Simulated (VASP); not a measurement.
# TePb in VASP: notebook

TePb is run at these levels: PBE; tasks: single point.

Everything below comes from runs of VASP 6.6.1. Logs are shortened: lines on timing, memory, paths and dates and some standing lists are left out, and cuts for length are marked.

### 1 The cell of the first run

The structure is orthorhombic, space group Immm (No. 71). The conventional cell has a = 4.558 Å, b = 4.785 Å, c = 6.577 Å, α = 90.00°, β = 90.00°, γ = 90.00°. Te (site symmetry mmm) has 6 Pb at 3.29 to 3.30 Å within 4.3 Å. Within 4.3 Å of Pb (site symmetry mmm) lie 6 Te at 3.29 to 3.30 Å.

### 2 Single point, PBE (uniaxial strain along a: +3.0 %, then relaxed in part)

INCAR

```
SYSTEM = TePb
PREC = Accurate
ENCUT = 520
EDIFF = 1E-7
ISMEAR = 0
SIGMA = 0.02
LREAL = .FALSE.
LASPH = .TRUE.
NELM = 100
ALGO = Normal
ISIF = 2
LWAVE = .FALSE.
LCHARG = .FALSE.
GGA = PE
NBANDS = 28
```

KPOINTS

```
Automatic mesh
0
G
  6 6 4
  0 0 0
```

POSCAR

```
TePb
1.0
    3.3833490587      3.3833490587      0.0000000000
   -3.2232118188      3.2232118188      0.0000000000
    0.0000000000      0.0000000000      6.5770426945
Te Pb
2 2
Direct
    0.0000000000      0.0000000000      0.0000000000
    0.5000000000      0.5000000000      0.5000000000
    0.5000000000      0.5000000000      0.0000000000
    0.0000000000      0.0000000000      0.5000000000
```

Potentials or basis: VASP PAW PBE potentials, release 64 (Te, Pb_d).

Command:

```console
> cat potpaw_PBE.64/Te/POTCAR potpaw_PBE.64/Pb_d/POTCAR > POTCAR
> mpirun -np 1 vasp_std > vasp.out
```

OUTCAR:

```text
SYSTEM = TePb
   PREC = Accurate
   ENCUT = 520
   EDIFF = 1E-7
   ISMEAR = 0
   LREAL = .FALSE.
   LASPH = .TRUE.
   NELM = 100
   ISIF = 2
   GGA = PE

 ion  position               nearest neighbor table
   1  0.000  0.000  0.000-   4 3.29   4 3.29   3 3.30   3 3.30   3 3.30   3 3.30
   2  0.500  0.500  0.500-   3 3.29   3 3.29   4 3.30   4 3.30   4 3.30   4 3.30
   3  0.500  0.500  0.000-   2 3.29   2 3.29   1 3.30   1 3.30   1 3.30   1 3.30
   4  0.000  0.000  0.500-   1 3.29   1 3.29   2 3.30   2 3.30   2 3.30   2 3.30

  LATTYP: Found a simple orthorhombic cell.
 ALAT       =     4.5583098685
 B/A-ratio  =     1.0496825058
 C/A-ratio  =     1.4428687132

  Lattice vectors:

 A1 = (   3.2232118188,  -3.2232118188,   0.0000000000)
 A2 = (   3.3833490587,   3.3833490587,   0.0000000000)
 A3 = (   0.0000000000,   0.0000000000,   6.5770426945)

Analysis of symmetry for initial positions (statically):
=====================================================================
 Subroutine PRICEL returns following result:

  LATTYP: Found a body centered orthorhombic cell.
 ALAT       =     4.5583098685
 B/A-ratio  =     1.0496825058
 C/A-ratio  =     1.4428687132

  Lattice vectors:

 A1 = (   3.3032804387,   0.0800686199,  -3.2885213473)
 A2 = (  -3.3032804387,  -0.0800686199,  -3.2885213473)
 A3 = (   0.0800686199,   3.3032804387,   3.2885213473)

   2 primitive cells build up your supercell.

 Routine SETGRP: Setting up the symmetry group for a
 simple orthorhombic supercell.

 Subroutine GETGRP returns: Found  8 space group operations
 (whereof  8 operations were pure point group operations)
 out of a pool of  8 trial point group operations.

The static configuration has the point symmetry D_2h.

Analysis of symmetry for dynamics (positions and initial velocities):
=====================================================================
 Subroutine PRICEL returns following result:

  LATTYP: Found a body centered orthorhombic cell.
 ALAT       =     4.5583098685
 B/A-ratio  =     1.0496825058
 C/A-ratio  =     1.4428687132

  Lattice vectors:

 A1 = (   3.3032804387,   0.0800686199,  -3.2885213473)
 A2 = (  -3.3032804387,  -0.0800686199,  -3.2885213473)
 A3 = (   0.0800686199,   3.3032804387,   3.2885213473)

   2 primitive cells build up your supercell.

 Routine SETGRP: Setting up the symmetry group for a
 simple orthorhombic supercell.

 Subroutine GETGRP returns: Found  8 space group operations
 (whereof  8 operations were pure point group operations)
 out of a pool of  8 trial point group operations.

The dynamic configuration has the point symmetry D_2h.

 Subroutine INISYM returns: Found  8 space group operations
 (whereof  8 operations are pure point group operations),
 and found     2 'primitive' translations

----------------------------------------------------------------------------------------

                                     Primitive cell

  volume of cell :      71.7243

  direct lattice vectors                    reciprocal lattice vectors
     3.303280439  0.080068620 -3.288521347     0.147782564  0.147782564 -0.152044018
    -3.303280439 -0.080068620 -3.288521347    -0.155124772  0.155124772 -0.152044018
     0.080068620  3.303280439  3.288521347    -0.007342208  0.302907337  0.000000000

  length of vectors
     4.661807084  4.661807084  4.661807084     0.258450684  0.266917166  0.302996308

  position of ions in fractional coordinates (direct lattice)
     0.000000000  0.000000000  0.000000000
     0.500000000  0.500000000  0.000000000

  ion indices of the primitive-cell ions
   primitive index   ion index
                 1           1
                 2           4

----------------------------------------------------------------------------------------

 KPOINTS: Automatic mesh

Automatic generation of k-mesh.
 Grid dimensions read from file:
 generate k-points for:    6    6    4

 Generating k-lattice:

  Cartesian coordinates                     Fractional coordinates (reciprocal lattice)
     0.024630427  0.024630427  0.000000000     0.166666667  0.000000000  0.000000000
    -0.025854129  0.025854129  0.000000000     0.000000000  0.166666667  0.000000000
     0.000000000  0.000000000  0.038011005     0.000000000  0.000000000  0.250000000

  Length of vectors
     0.034832684  0.036563260  0.038011005

  Shift w.r.t. Gamma in fractional coordinates (k-lattice)
     0.000000000  0.000000000  0.000000000

 Subroutine IBZKPT returns following result:
 ===========================================

 Found     48 irreducible k-points:

 Following reciprocal coordinates:
            Coordinates               Weight
  0.000000  0.000000  0.000000      1.000000
  0.166667  0.000000  0.000000      2.000000
  0.333333  0.000000  0.000000      2.000000
  0.500000  0.000000  0.000000      1.000000
  0.000000  0.166667  0.000000      2.000000
  0.166667  0.166667  0.000000      4.000000
[... 16 lines left out ...]
  0.333333  0.166667  0.250000      8.000000
  0.500000  0.166667  0.250000      4.000000
 [... further k-points ...]
   k-points           NKPTS =     48   k-points in BZ     NKDIM =     48   number of bands    NBANDS=     28
   number of dos      NEDOS =    301   number of ions     NIONS =      4
   total plane-waves  NPLWV =  64800
   dimension x,y,z NGX =    36 NGY =   36 NGZ =   50
   dimension x,y,z NGXF=    72 NGYF=   72 NGZF=  100
   ions per type =               2   2
   NGX,Y,Z   is equivalent  to a cutoff of  12.51, 13.13, 12.64 a.u.
   NGXF,Y,Z  is equivalent  to a cutoff of  25.02, 26.26, 25.28 a.u.
 SYSTEM =  TePb
   PREC   = accura    normal or accurate (medium, high low for compatibility)
   ISTART =      0    job   : 0-new  1-cont  2-samecut
   ICHARG =      2    charge: 1-file 2-atom 10-const
   ISPIN  =      1    spin polarized calculation?
   LNONCOLLINEAR =      F non collinear calculations
   LSORBIT =      F    spin-orbit coupling
   LASPH  =      T    aspherical Exc in radial PAW
   ENCUT  =  520.0 eV  38.22 Ry    6.18 a.u.   8.90  8.48 12.23*2*pi/ulx,y,z
   NELM   =    100;   NELMIN=  2; NELMDL= -5     # of ELM steps
   EDIFF  = 0.1E-06   stopping-criterion for ELM
   LREAL  =      F    real-space projection
   EDIFFG = 0.1E-05   stopping-criterion for IOM
   NSW    =      0    number of steps for IOM
   IBRION =     -1    ionic relax: 0-MD 1-quasi-New 2-CG
   NFREE  =      0    steps in history (QN), initial steepest desc. (CG)
   ISIF   =      2    stress and relaxation
   ISYM   =      2    0-nonsym 1-usesym 2-fastsym
   POTIM  = 0.5000    time-step for ionic-motion
   TEBEG  =    0.0;   TEEND  =   0.0 temperature during run
   PSTRESS=    0.0 pullay stress
   NELECT =      40.0000    total number of electrons
   NUPDOWN=      -1.0000    fix difference up-down
   EMIN   =  10.00;   EMAX   =-10.00  energy-range for DOS
   EFERMI =   0.00;   METHOD = LEGACY
   ISMEAR =     0;   SIGMA  =   0.02  broadening in eV -4-tet -1-fermi 0-gaus
   EFERMI_NEDOS =   21; number of points for ismear=-14 and -15
   IALGO  =     38    algorithm
   IMIX   =      4    mixing-type and parameters
     AMIX     =   0.40;   BMIX     =  1.00
     AMIX_MAG =   1.60;   BMIX_MAG =  1.00
  volume/ion in A,a.u.               =      35.86       242.01
  Fermi-wavevector in a.u.,A,eV,Ry     =   1.069538  2.021133 15.563850  1.143911
  Thomas-Fermi vector in A             =   2.205220
   LORBIT       =      0    0 simple, 1 ext, 2 COOP (PROOUT), +10 PAW based schemes
   GGA     = PE    functional components
   LHFCALC =     F    Hartree Fock is set to
   AEXX    =    0.0000 exact exchange contribution
   IVDW    =     0    specifies the selected vdW correction
   LEPSILON=     F    determine dielectric tensor
   LRPA    =     F    only Hartree local field effects (RPA)
 non-spin polarized calculation
 Gauss-broadening in eV      SIGMA  =   0.02
  energy-cutoff  :      520.00
  volume of cell :      143.45
 maximum number of plane-waves:      3896
 NGX is ok and might be reduce to    36
   NGX = 17   NGY = 17   NGZ = 25

 number of electron      40.0000009 magnetization

 Free energy of the ion-electron system (eV)
  ---------------------------------------------------
  ext. energy  EPLUGINS =         0.00000000
  ---------------------------------------------------
  free energy    TOTEN  =       -15.02303927 eV

  energy without entropy =      -15.02303927  energy(sigma->0) =      -15.02303927

 E-fermi :   5.0365     XC(G=0):  -9.0282

 val. band max:        4.9410518941   @ k =   0.5000   0.0000   0.5000
 cond. band min:       5.5625253027   @ k =   0.0000   0.5000   0.5000
 fundamental gap:      0.6214734086
 Fermi energy:         5.0365189022

 k-point     1 :       0.0000    0.0000    0.0000
  band No.  band energies     occupation
      1     -11.8272      2.00000
      2     -11.7874      2.00000
      3     -11.7860      2.00000
      4     -11.7830      2.00000
      5     -11.7798      2.00000
      6     -11.7752      2.00000
[... 20 lines left out ...]
     27      10.5175      0.00000
     28      10.8264      0.00000

 k-point     2 :       0.1667    0.0000    0.0000
  band No.  band energies     occupation
      1     -11.8224      2.00000
      2     -11.7886      2.00000
      3     -11.7848      2.00000
      4     -11.7829      2.00000
      5     -11.7785      2.00000
      6     -11.7772      2.00000
[... 20 lines left out ...]
     27      10.5402      0.00000
     28      10.9321      0.00000

 k-point     3 :       0.3333    0.0000    0.0000
  band No.  band energies     occupation
      1     -11.8116      2.00000
      2     -11.7929      2.00000
      3     -11.7880      2.00000
      4     -11.7837      2.00000
      5     -11.7754      2.00000
      6     -11.7750      2.00000
[... 20 lines left out ...]
     27      10.6976      0.00000
     28      10.9775      0.00000

 k-point     4 :       0.5000    0.0000    0.0000
  band No.  band energies     occupation
      1     -11.8007      2.00000
      2     -11.8007      2.00000
      3     -11.7883      2.00000
      4     -11.7883      2.00000
      5     -11.7702      2.00000
      6     -11.7702      2.00000
[... 578 lines left out ...]
     27      10.5207      0.00000
     28      10.5360      0.00000

 k-point    23 :       0.3333    0.1667    0.2500
  band No.  band energies     occupation
      1     -11.8067      2.00000
      2     -11.7976      2.00000
      3     -11.7873      2.00000
      4     -11.7873      2.00000
      5     -11.7768      2.00000
      6     -11.7719      2.00000
[... 20 lines left out ...]
     27      10.3631      0.00000
     28      11.4275      0.00000

 k-point    24 :       0.5000    0.1667    0.2500
  band No.  band energies     occupation
      1     -11.8032      2.00000
      2     -11.8032      2.00000
      3     -11.7883      2.00000
      4     -11.7883      2.00000
      5     -11.7743      2.00000
      6     -11.7743      2.00000
[... 20 lines left out ...]
     27      10.8784      0.00000
     28      10.8784      0.00000

 [... further k-points ...]
[... 5 lines left out ...]
  --------------------------------------------------------------------------------------
  -------------------------------------------------------------------------------------
  Total       -0.6500765     -0.6500765     -0.0397910     -0.6158639      0.0000000      0.0000000
  in kB       -7.2607047     -7.2607047     -0.4444259     -6.8785837      0.0000000      0.0000000
  external PRESSURE =      -4.9886117 kB  Pullay stress =       0.0000000 kB

 VOLUME and BASIS-vectors are now :
 -----------------------------------------------------------------------------
  energy-cutoff  :      520.00
  volume of cell :      143.45
      direct lattice vectors                 reciprocal lattice vectors
     3.383349059  3.383349059  0.000000000     0.147782564  0.147782564  0.000000000
    -3.223211819  3.223211819  0.000000000    -0.155124772  0.155124772  0.000000000
     0.000000000  0.000000000  6.577042695     0.000000000  0.000000000  0.152044018

 POSITION                                       TOTAL-FORCE (eV/Angst)
 -----------------------------------------------------------------------------------
      0.00000      0.00000      0.00000        -0.000000     -0.000000     -0.000000
      0.08007      3.30328      3.28852         0.000000      0.000000      0.000000
      0.08007      3.30328      0.00000        -0.000000     -0.000000      0.000000
      0.00000      0.00000      3.28852         0.000000      0.000000      0.000000
 -----------------------------------------------------------------------------------
    total drift:                               -0.000000      0.000000      0.000000

  FREE ENERGIE OF THE ION-ELECTRON SYSTEM (eV)
  ---------------------------------------------------
  free  energy   TOTEN  =       -15.0230392662 eV

  energy  without entropy=      -15.0230392662  energy(sigma->0) =      -15.02303927
```

It took 90 s on 1 thread of Intel Xeon Platinum 8559C (Emerald Rapids), shared host; peak memory 0.34 GiB.

What came out:

```yaml
Free_energy: -15.0230 eV
Pressure: -0.5 GPa
Band_gap_on_the_k_mesh: 0.62 eV
```

Stress tensor (GPa, compression positive):
```
-0.73 -0.69  0.00
-0.69 -0.73  0.00
 0.00  0.00 -0.04
```

Levels at points of the mesh, in eV from the valence-band top:
```
           k point  band 17  band 18  band 19  band 20  band 21  band 22  band 23  band 24
(0.00, 0.00, 0.00)    -2.32    -1.37    -1.24    -0.99     3.48     3.83     3.97     3.98
(0.50, 0.00, 0.00)    -0.83    -0.83    -0.47    -0.47     1.78     1.78     1.94     1.94
(0.00, 0.50, 0.00)    -1.07    -1.07    -0.78    -0.78     1.41     1.41     1.64     1.64
(0.50, 0.50, 0.00)    -2.56    -2.56    -2.51    -2.51     3.47     3.47     5.05     5.05
(0.00, 0.00, 0.50)    -1.72    -1.72    -1.25    -1.25     2.44     2.44     4.23     4.23
(0.50, 0.00, 0.50)    -0.66    -0.66     0.00     0.00     0.84     0.84     1.39     1.39
(0.00, 0.50, 0.50)    -0.81    -0.81    -0.18    -0.18     0.62     0.62     1.17     1.17
(0.50, 0.50, 0.50)    -3.43    -3.43    -0.33    -0.33     1.66     1.66     4.93     4.93
```

Caveat: the cell differs from its parent crystal (uniaxial strain along a: +3.0 %, then relaxed in part); spin-orbit coupling is left out, which moves the levels of the heavy elements. A k mesh can miss the band edges.

### 3 Single point, PBE

INCAR

```
  PREC = Accurate
  ENCUT = 520
  EDIFF = 1E-6
  ISMEAR = 0
  SIGMA = 0.02
  LREAL = F
  LASPH = T
  NELM = 60
  ALGO = Normal
  ISIF = 2
  LWAVE = F
  LCHARG = T
  GGA = PE
  LELF = T
  LVHAR = T
  NBANDS = 28
```

KPOINTS

```
regular mesh
0
Gamma
  6 6 4
```

POSCAR is that of step 2.

Potentials or basis: VASP PAW PBE potentials, release 64 (Te, Pb_d).

Command:

```console
> cat potpaw_PBE.64/Te/POTCAR potpaw_PBE.64/Pb_d/POTCAR > POTCAR
> mpirun -np 1 vasp_std > vasp.out
```

Wall time 83 s (1 thread of Intel Xeon Platinum 8559C (Emerald Rapids), shared host); peak memory 0.33 GiB.

The run converged. Its results:

```yaml
Free_energy: -15.0230 eV
Pressure: -0.5 GPa
Band_gap_on_the_k_mesh: 0.62 eV
```

Stress tensor (GPa, compression positive):
```
-0.72 -0.69  0.00
-0.69 -0.72  0.00
 0.00  0.00 -0.04
```

Levels at points of the mesh, in eV from the valence-band top:
| k point | band 18 | band 19 | band 20 | band 21 | band 22 | band 23 |
| --- | --- | --- | --- | --- | --- | --- |
| (0.00, 0.00, 0.00) | -1.37 | -1.24 | -0.99 | 3.48 | 3.83 | 3.97 |
| (0.50, 0.00, 0.00) | -0.83 | -0.47 | -0.47 | 1.78 | 1.78 | 1.94 |
| (0.00, 0.50, 0.00) | -1.07 | -0.78 | -0.78 | 1.41 | 1.41 | 1.64 |
| (0.50, 0.50, 0.00) | -2.56 | -2.51 | -2.51 | 3.47 | 3.47 | 5.05 |
| (0.00, 0.00, 0.50) | -1.72 | -1.25 | -1.25 | 2.44 | 2.44 | 4.23 |
| (0.50, 0.00, 0.50) | -0.66 | 0.00 | 0.00 | 0.84 | 0.84 | 1.39 |
| (0.00, 0.50, 0.50) | -0.81 | -0.17 | -0.17 | 0.62 | 0.62 | 1.17 |
| (0.50, 0.50, 0.50) | -3.43 | -0.33 | -0.33 | 1.66 | 1.66 | 4.93 |

Caveat: spin-orbit coupling is left out, which moves the levels of the heavy elements. A k mesh can miss the band edges.

### 4 Single point, PBE (uniaxial strain along a: +3.0 %)

INCAR

```
SYSTEM = TePb
PREC     = Accurate       ! precision mode
ENCUT    = 520            ! plane-wave cutoff, eV
EDIFF    = 1E-7           ! SCF threshold, eV
ISMEAR   = 0              ! smearing method
SIGMA    = 0.02           ! smearing width, eV
LREAL    = .FALSE.        ! projectors in reciprocal space
LASPH    = .TRUE.         ! aspherical terms in the spheres
NELM     = 100            ! most SCF steps
ALGO     = Normal         ! electronic algorithm
ISIF     = 2              ! what is computed and relaxed
LWAVE    = .FALSE.        ! write WAVECAR
LCHARG   = .FALSE.        ! write CHGCAR
GGA      = PE             ! functional
NBANDS   = 28             ! bands
```

KPOINTS

```
regular mesh
0
G
  6 6 4
  0 0 0
```

Edit POSCAR of step 3 so:

```diff
@@ -3,4 +3,4 @@
     3.3833490587      3.3833490587      0.0000000000
-   -3.2232118188      3.2232118188      0.0000000000
-    0.0000000000      0.0000000000      6.5770426945
+   -3.2601688745      3.2601688745      0.0000000000
+    0.0000000000      0.0000000000      6.5203377490
 Te Pb
```

Command:

```console
> cat potpaw_PBE.64/Te/POTCAR potpaw_PBE.64/Pb_d/POTCAR > POTCAR
> mpirun -np 1 vasp_std > vasp.out
```

It took 73 s on 1 thread of Intel Xeon Platinum 8559C (Emerald Rapids), shared host; peak memory 0.34 GiB.

Results (log left out):

| Quantity | Value |
| --- | --- |
| Free energy | -15.0159 eV |
| Pressure | -0.6 GPa |
| Band gap on the k mesh | 0.67 eV |

Stress tensor (GPa, compression positive):
```
-1.26 -0.52  0.00
-0.52 -1.26  0.00
 0.00  0.00  0.87
```

Levels at points of the mesh, in eV from the valence-band top:
```
           k point  band 17  band 18  band 19  band 20  band 21  band 22  band 23  band 24
(0.00, 0.00, 0.00)    -2.36    -1.29    -1.25    -0.96     3.48     3.76     3.86     4.21
(0.50, 0.00, 0.00)    -0.86    -0.86    -0.55    -0.55     1.77     1.77     1.94     1.94
(0.00, 0.50, 0.00)    -1.05    -1.05    -0.77    -0.77     1.50     1.50     1.71     1.71
(0.50, 0.50, 0.00)    -2.58    -2.58    -2.39    -2.39     3.52     3.52     4.95     4.95
(0.00, 0.00, 0.50)    -1.73    -1.73    -1.13    -1.13     2.48     2.48     4.17     4.17
(0.50, 0.00, 0.50)    -0.68    -0.68     0.00     0.00     0.87     0.87     1.42     1.42
(0.00, 0.50, 0.50)    -0.77    -0.77    -0.11    -0.11     0.67     0.67     1.21     1.21
(0.50, 0.50, 0.50)    -3.36    -3.36    -0.24    -0.24     1.73     1.73     4.93     4.93
```

Caveat: the cell differs from its parent crystal (uniaxial strain along a: +3.0 %); spin-orbit coupling is left out, which moves the levels of the heavy elements.

(Part 1 of 2 ends here.)
